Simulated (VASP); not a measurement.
ZnS, 2 atoms in the cell. Symmetry: R3m, No. 160, trigonal system. The conventional cell has a = 3.811 Å, b = 3.811 Å, c = 9.334 Å, α = 90.00°, β = 90.00°, γ = 120.00°. Within 2.6 Å of Zn (site symmetry 3m) lie 4 S at 1.96 to 2.48 Å. S (site symmetry 3m) has 4 Zn at 1.96 to 2.48 Å within 2.6 Å.  This cell differs from its parent crystal: all S atoms moved +0.375 Å, as atom 2 towards its neighbour atom 1 (Zn) at 2.334 Å.

| Property | Result |
| --- | --- |
| Program | VASP 6.6.1 |
| Task | single point |
| Functional | r2SCAN |
| Potentials or basis | VASP PAW PBE potentials, release 64 (Zn, S) |
| Cutoff | 520 eV |
| k mesh | 8 × 8 × 8 |
| Occupations | gaussian, width 0.05 eV |
| Spin | no spin polarisation |
| Dipole correction | no |
| Further INCAR settings | ALGO = Normal; EDIFF = 1e-06; NBANDS = 16 |

Potentials or basis: VASP PAW PBE potentials, release 64 (Zn, S).

The run is started by

```console
$ cat potpaw_PBE.64/Zn/POTCAR potpaw_PBE.64/S/POTCAR > POTCAR
$ cp INCAR.step1 INCAR
$ mpirun -np 1 vasp_std > vasp.out
$ cp INCAR.step2 INCAR
$ mpirun -np 1 vasp_std > vasp.out
```

Hardware: 1 thread of Intel(R) Xeon(R) Platinum 8375C CPU @ 2.90GHz (Ice Lake), on a shared host.

**Question.** Estimate the wall time of this run.

**Answer.** Run time: 100 s on 1 thread of Intel(R) Xeon(R) Platinum 8375C CPU @ 2.90GHz (Ice Lake), with other jobs on the host, peak memory 0.19 GiB. Counts: k points 65.
